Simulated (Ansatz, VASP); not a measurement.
## Two plane-wave programs on HgTe

```
Hg Te
1.0
     0.00000    3.17515    3.22350
     3.17515    0.00000    3.22350
     3.17515    3.17515    0.00000
Hg Te
1 1
Direct
  0.00000 0.00000 0.00000
  0.75000 0.75000 0.75000
```

Change from the starting cell: strain -0.015 along x and y, +0.000 along z, atoms carried along.

Alike in both runs: task single point; functional PBE; k mesh 14 × 14 × 14; occupations gaussian, width 0.15 eV; no spin polarisation.

|  | VASP | Ansatz |
| --- | --- | --- |
| version | VASP 6.6.1 | Ansatz 0.2.0 |
| potentials or method | VASP PAW PBE potentials, release 64 (Hg, Te), cutoff 520 eV | scalar-relativistic, plane waves, PAW |
| valence electrons in the cell | 18 | 36 |

```tsv
	VASP	Ansatz	Ansatz less VASP
gap on the k mesh at the Fermi level (eV)	none	none	-
pressure (GPa)	5.9	5.8	-0.10
traceless stress, the component that is largest in VASP (GPa)	-0.11	-0.11	0.000
```

A gap of «none» marks a metal or a gap that the smearing closes. VASP's potentials hold 18 valence electrons a cell and Ansatz's 36, so a difference there can come from the potentials and not from the codes.

Neither program's run includes spin-orbit coupling.
